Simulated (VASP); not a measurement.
# Os in VASP: a series of runs

The runs below take Os through single point, with PBEsol, PBEsol+D3(BJ)+U, LDA.

Program: VASP 6.6.1. These are calculated values, not measurements. Logs are shortened: lines on timing, memory, paths and dates and some standing lists are left out, and cuts for length are marked.

### 1 The cell of the first run

The structure is cubic, space group Fm-3m (No. 225). The conventional cell has a = 3.941 Å, b = 3.941 Å, c = 3.941 Å, α = 90.00°, β = 90.00°, γ = 90.00°. Os (site symmetry m-3m) has 12 Os at 2.79 Å within 3.7 Å.

This isn't the form of Os at room conditions, which is hcp.

### 2 Single point, PBEsol, non-collinear spin, zero start, spin-orbit coupling

INCAR reads:

```
  ALGO = Normal
  EDIFF = 1E-6
  ENCUT = 520
  GGA = PS
  GGA_COMPAT = False
  ISIF = 2
  ISMEAR = -1
  LASPH = True
  LCHARG = False
  LMAXMIX = 4
  LORBIT = 11
  LORBMOM = True
  LREAL = False
  LSORBIT = True
  LWAVE = False
  MAGMOM = 0 0 0
  NBANDS = 19
  NELM = 150
  PREC = Accurate
  SIGMA = 0.01
```

KPOINTS reads:

```
k-points
0
Gamma
  12 12 12
```

POSCAR reads:

```
Os
1.0
    0.0000000000      1.9705950404      1.9705950404
    1.9705950404      0.0000000000      1.9705950404
    1.9705950404      1.9705950404      0.0000000000
Os
1
Direct
    0.0000000000      0.0000000000      0.0000000000
```

Potentials or basis: VASP PAW PBE potentials, release 64 (Os).

Launch:

```console
$ cat potpaw_PBE.64/Os/POTCAR > POTCAR
$ mpirun -np 1 vasp_ncl > vasp.out
```

OUTCAR:

```text
EDIFF = 1E-6
   ENCUT = 520
   GGA = PS
   ISIF = 2
   ISMEAR = -1
   LASPH = True
   LORBIT = 11
   LREAL = False
   LSORBIT = True
   NELM = 150
   PREC = Accurate

 ion  position               nearest neighbor table
   1  0.000  0.000  0.000-

  LATTYP: Found a face centered cubic cell.
 ALAT       =     3.9411900808

  Lattice vectors:

 A1 = (   0.0000000000,   1.9705950404,   1.9705950404)
 A2 = (   1.9705950404,   0.0000000000,   1.9705950404)
 A3 = (   1.9705950404,   1.9705950404,   0.0000000000)

Analysis of symmetry for initial positions (statically):
=====================================================================
 Subroutine PRICEL returns:
 Original cell was already a primitive cell.

 Routine SETGRP: Setting up the symmetry group for a
 face centered cubic supercell.

 Subroutine GETGRP returns: Found 48 space group operations
 (whereof 48 operations were pure point group operations)
 out of a pool of 48 trial point group operations.

The static configuration has the point symmetry O_h .

Analysis of symmetry for dynamics (positions and initial velocities):
=====================================================================
 Subroutine PRICEL returns:
 Original cell was already a primitive cell.

 Routine SETGRP: Setting up the symmetry group for a
 face centered cubic supercell.

 Subroutine GETGRP returns: Found 48 space group operations
 (whereof 48 operations were pure point group operations)
 out of a pool of 48 trial point group operations.

The dynamic configuration has the point symmetry O_h .

Analysis of structural, dynamic, and magnetic symmetry:
=====================================================================
 Subroutine PRICEL returns:
 Original cell was already a primitive cell.

 Routine SETGRP: Setting up the symmetry group for a
 face centered cubic supercell.

 Subroutine GETGRP returns: Found 48 space group operations
 (whereof 48 operations were pure point group operations)
 out of a pool of 48 trial point group operations.

The overall configuration has the point symmetry O_h .

 Subroutine INISYM returns: Found 48 space group operations
 (whereof 48 operations are pure point group operations),
 and found     1 'primitive' translations

----------------------------------------------------------------------------------------

                                     Primitive cell

  volume of cell :      15.3046

  direct lattice vectors                    reciprocal lattice vectors
     0.000000000  1.970595040  1.970595040    -0.253730467  0.253730467  0.253730467
     1.970595040  0.000000000  1.970595040     0.253730467 -0.253730467  0.253730467
     1.970595040  1.970595040  0.000000000     0.253730467  0.253730467 -0.253730467

  length of vectors
     2.786842232  2.786842232  2.786842232     0.439474060  0.439474060  0.439474060

  position of ions in fractional coordinates (direct lattice)
     0.000000000  0.000000000  0.000000000

  ion indices of the primitive-cell ions
   primitive index   ion index
                 1           1

----------------------------------------------------------------------------------------

 KPOINTS: k-points

Automatic generation of k-mesh.
 Grid dimensions read from file:
 generate k-points for:   12   12   12

 Generating k-lattice:

  Cartesian coordinates                     Fractional coordinates (reciprocal lattice)
    -0.021144206  0.021144206  0.021144206     0.083333333  0.000000000  0.000000000
     0.021144206 -0.021144206  0.021144206     0.000000000  0.083333333  0.000000000
     0.021144206  0.021144206 -0.021144206     0.000000000  0.000000000  0.083333333

  Length of vectors
     0.036622838  0.036622838  0.036622838

  Shift w.r.t. Gamma in fractional coordinates (k-lattice)
     0.000000000  0.000000000  0.000000000

 Subroutine IBZKPT returns following result:
 ===========================================
[... 46 lines left out ...]
   ENCUT  =  520.0 eV  38.22 Ry    6.18 a.u.   5.18  5.18  5.18*2*pi/ulx,y,z
   NELM   =    150;   NELMIN=  2; NELMDL= -5     # of ELM steps
   EDIFF  = 0.1E-05   stopping-criterion for ELM
   LREAL  =      F    real-space projection
   EDIFFG = 0.1E-04   stopping-criterion for IOM
   NSW    =      0    number of steps for IOM
   IBRION =     -1    ionic relax: 0-MD 1-quasi-New 2-CG
   NFREE  =      0    steps in history (QN), initial steepest desc. (CG)
   ISIF   =      2    stress and relaxation
   ISYM   =      2    0-nonsym 1-usesym 2-fastsym
   POTIM  = 0.5000    time-step for ionic-motion
   TEBEG  =    0.0;   TEEND  =   0.0 temperature during run
   PSTRESS=    0.0 pullay stress
   NELECT =       8.0000    total number of electrons
   NUPDOWN=      -1.0000    fix difference up-down
   EMIN   =  10.00;   EMAX   =-10.00  energy-range for DOS
   EFERMI =   0.00;   METHOD = LEGACY
   ISMEAR =    -1;   SIGMA  =   0.01  broadening in eV -4-tet -1-fermi 0-gaus
   EFERMI_NEDOS =   21; number of points for ismear=-14 and -15
   IALGO  =     38    algorithm
   IMIX   =      4    mixing-type and parameters
     AMIX     =   0.40;   BMIX     =  1.00
     AMIX_MAG =   1.60;   BMIX_MAG =  1.00
  volume/ion in A,a.u.               =      15.30       103.28
  Fermi-wavevector in a.u.,A,eV,Ry     =   1.318755  2.492086 23.662092  1.739115
  Thomas-Fermi vector in A             =   2.448702
   LORBIT       =     11    0 simple, 1 ext, 2 COOP (PROOUT), +10 PAW based schemes
   GGA     = PS    functional components
   LHFCALC =     F    Hartree Fock is set to
   AEXX    =    0.0000 exact exchange contribution
   IVDW    =     0    specifies the selected vdW correction
   LEPSILON=     F    determine dielectric tensor
   LRPA    =     F    only Hartree local field effects (RPA)
  energy-cutoff  :      520.00
  volume of cell :       15.30
 maximum number of plane-waves:       848
 NGX is ok and might be reduce to    24
   NGX = 11   NGY = 11   NGZ = 11

 number of electron       8.0000000 magnetization       0.0000000      0.0000000      0.0000000

 number of electron       8.0000001 magnetization       0.0000000     -0.0000000     -0.0000000

 number of electron       8.0000001 magnetization      -0.0000000      0.0000000      0.0000000

 Free energy of the ion-electron system (eV)
  ---------------------------------------------------
  ext. energy  EPLUGINS =         0.00000000
  ---------------------------------------------------
  free energy    TOTEN  =       -12.30939760 eV

  energy without entropy =      -12.30912241  energy(sigma->0) =      -12.30926000

 E-fermi :   7.9867     XC(G=0): -13.6416

 val. band max:        7.9815180081   @ k =   0.0833   0.0000   0.0000
 cond. band min:       8.0067953838   @ k =   0.1667   0.0000   0.0000
 fundamental gap:      0.0252773757
 Fermi energy:         7.9866753681

 k-point     1 :       0.0000    0.0000    0.0000
  band No.  band energies     occupation
      1      -2.1885      1.00000
      2      -2.1885      1.00000
      3       4.9533      1.00000
      4       4.9533      1.00000
      5       4.9533      1.00000
      6       4.9533      1.00000
[... 505 lines left out ...]
      6       5.6641      1.00000
[... 11 lines left out ...]
     18      25.1578      0.00000
     19      27.3991      0.00000

 [... further k-points ...]

------------------------ aborting loop because EDIFF is reached ----------------------------------------

  FORCE on cell =-STRESS in cart. coord.  units (eV):
  Direction    XX          YY          ZZ          XY          YZ          ZX
  --------------------------------------------------------------------------------------
  -------------------------------------------------------------------------------------
  Total       -3.0075797     -3.0075797     -3.0075797      0.0000000     -0.0000000      0.0000000
  in kB     -314.8513640   -314.8513640   -314.8513640      0.0000000     -0.0000000      0.0000000
  external PRESSURE =    -314.8513640 kB  Pullay stress =       0.0000000 kB

 VOLUME and BASIS-vectors are now :
 -----------------------------------------------------------------------------
  energy-cutoff  :      520.00
  volume of cell :       15.30
      direct lattice vectors                 reciprocal lattice vectors
     0.000000000  1.970595040  1.970595040    -0.253730467  0.253730467  0.253730467
     1.970595040  0.000000000  1.970595040     0.253730467 -0.253730467  0.253730467
     1.970595040  1.970595040  0.000000000     0.253730467  0.253730467 -0.253730467

 POSITION                                       TOTAL-FORCE (eV/Angst)
 -----------------------------------------------------------------------------------
      0.00000      0.00000      0.00000         0.000000      0.000000      0.000000
 -----------------------------------------------------------------------------------
    total drift:                               -0.000000      0.000000     -0.000000

  FREE ENERGIE OF THE ION-ELECTRON SYSTEM (eV)
  ---------------------------------------------------
  free  energy   TOTEN  =       -12.3093975956 eV

  energy  without entropy=      -12.3091224078  energy(sigma->0) =      -12.30926000

 orbital moment (x)

 # of ion     p       d       tot
 ----------------------------------------
  1        -0.000  -0.000  -0.000
 ----------------------------------------
           -0.000  -0.000  -0.000

 orbital moment (y)

 # of ion     p       d       tot
 ----------------------------------------
  1         0.000   0.000   0.000
 ----------------------------------------
            0.000   0.000   0.000

 orbital moment (z)

 # of ion     p       d       tot
 ----------------------------------------
  1         0.000   0.000   0.000
 ----------------------------------------
            0.000   0.000   0.000

 Spin-Orbit-Coupling matrix elements

 Ion:    1  E_soc:     -0.6829702
 l=   1
     0.0000000    -0.0397270    -0.0397270
    -0.0397270     0.0000000    -0.0397270
    -0.0397270    -0.0397270     0.0000000
 l=   2
     0.0000000    -0.0132887     0.0000000    -0.0132887    -0.0608126
    -0.0132887     0.0000000    -0.0456095    -0.0132887    -0.0152032
     0.0000000    -0.0456095     0.0000000    -0.0456095     0.0000000
    -0.0132887    -0.0132887    -0.0456095     0.0000000    -0.0152032
    -0.0608126    -0.0152032     0.0000000    -0.0152032     0.0000000
 l=   3
     0.0000000     0.0000000     0.0000000     0.0000000     0.0000000     0.0000000     0.0000000
     0.0000000     0.0000000     0.0000000     0.0000000     0.0000000     0.0000000     0.0000000
     0.0000000     0.0000000     0.0000000     0.0000000     0.0000000     0.0000000     0.0000000
     0.0000000     0.0000000     0.0000000     0.0000000     0.0000000     0.0000000     0.0000000
     0.0000000     0.0000000     0.0000000     0.0000000     0.0000000     0.0000000     0.0000000
     0.0000000     0.0000000     0.0000000     0.0000000     0.0000000     0.0000000     0.0000000
     0.0000000     0.0000000     0.0000000     0.0000000     0.0000000     0.0000000     0.0000000

 total charge

# of ion       s       p       d       tot
------------------------------------------
    1        0.615   0.672   5.879   7.166

 magnetization (x)

# of ion       s       p       d       tot
------------------------------------------
    1        0.000   0.000   0.000   0.000

 magnetization (y)

# of ion       s       p       d       tot
------------------------------------------
    1        0.000  -0.000   0.000  -0.000

 magnetization (z)

# of ion       s       p       d       tot
------------------------------------------
    1        0.000   0.000  -0.000  -0.000
```

Run time: 55 s. Hardware: 1 thread of Intel Xeon Platinum 8488C (Sapphire Rapids), shared host; peak memory 0.21 GiB.

Results:

| Property | Result |
| --- | --- |
| Free energy | -12.3094 eV |
| Pressure | -31.5 GPa |
| Net moment | 0.00 μB per cell |
| Valence electrons inside the program's atomic spheres | Os 7.17 |

Moments on the atoms (μB; x, y, z):
```
Os  0.00 0.00 0.00
```

Caveat: the cell stands under tension; the PAW data sets were made with another functional, which shifts forces and pressure a little.

(Part 1 of 2 ends here.)
